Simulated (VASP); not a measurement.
Set up this calculation in VASP 6.6.1, as the native input.

| Property | Result |
| --- | --- |
| Task | single point |
| Functional | PBE |
| Potentials or basis | VASP PAW PBE potentials, release 64 (Fe) |
| Cutoff | 600 eV |
| k mesh | 13 × 13 × 13 |
| Occupations | fermi-dirac, width 0.05 eV |
| Spin | collinear spin, ferromagnetic start |
| Starting moments | [4.0] μB |
| Dipole correction | no |
| Further INCAR settings | ALGO = Normal; EDIFF = 1e-06; NBANDS = 14 |

The structure of Fe lies in POSCAR:

```
Fe
1.0
   -1.4475000000      1.4475000000      1.4475000000
    1.4475000000     -1.4475000000      1.4475000000
    1.4475000000      1.4475000000     -1.4475000000
Fe
1
Direct
    0.0000000000      0.0000000000      0.0000000000
```

One way to write it, as run:

INCAR

```
SYSTEM = Fe
  PREC = Accurate
  ENCUT = 600
  EDIFF = 1E-6
  ISMEAR = -1
  SIGMA = 0.05
  LREAL = .FALSE.
  LASPH = .TRUE.
  NELM = 200
  ALGO = Normal
  ISIF = 2
  LWAVE = .FALSE.
  LCHARG = .FALSE.
  ISPIN = 2
  MAGMOM = 4
  LORBIT = 11
  LMAXMIX = 4
  GGA = PE
  NBANDS = 14
  GGA_COMPAT = .FALSE.
```

KPOINTS

```
Automatic mesh
0
G
  13 13 13
  0 0 0
```

Potentials or basis: VASP PAW PBE potentials, release 64 (Fe).

Command:

```sh
$ cat potpaw_PBE.64/Fe/POTCAR > POTCAR
$ mpirun -np 1 vasp_std > vasp.out
```

Results of the run:

```json
{
  "Pressure": "-10.2 GPa",
  "Net moment": "2.32 μB per cell",
  "Site moments": "Fe +2.33 μB",
  "Valence electrons inside the program's atomic spheres": "Fe 7.14"
}
```

It took 55 s on 1 thread of Intel Xeon 8259CL, on a shared host, peak memory 0.15 GiB.
